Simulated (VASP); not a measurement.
A run of VASP 6.6.1 is set up as follows.

Contents of INCAR:

```
SYSTEM = B
ALGO = Normal
EDIFF = 1E-6
ENCUT = 520
GGA = CA
GGA_COMPAT = .FALSE.
ISIF = 2
ISMEAR = -1
LASPH = .TRUE.
LCHARG = .FALSE.
LNONCOLLINEAR = .TRUE.
LORBIT = 11
LORBMOM = .TRUE.
LREAL = .FALSE.
LSORBIT = .TRUE.
LWAVE = .FALSE.
MAGMOM = 0 0 0 0 0 0
NBANDS = 18
NELM = 150
PREC = Accurate
SIGMA = 0.1
```

KPOINTS

```
k-points
0
G
  21 21 5
  0 0 0
```

Contents of POSCAR:

```
B
1.0
    1.6962388030      0.0000000000      0.0000000000
   -0.8481194015      1.4689858943      0.0000000000
    0.0000000000      0.0000000000      6.9341498130
B
2
Direct
    0.3333333333      0.6666666667      0.2500000000
    0.6666666667      0.3333333333      0.7500000000
```

Potentials or basis: VASP PAW LDA potentials, release 64 (B).

Run with:

```console
$ cat potpaw_LDA.64/B/POTCAR > POTCAR
$ mpirun -np 1 vasp_ncl > vasp.out
```

Question: Predict the pressure.

Answer: -0.7 GPa.

Question: What does it give for the net moment?

Answer: 0.00 μB per cell.

Stress tensor (GPa, compression positive):
```
-0.90  0.00  0.00
 0.00 -0.90  0.00
 0.00  0.00 -0.38
```
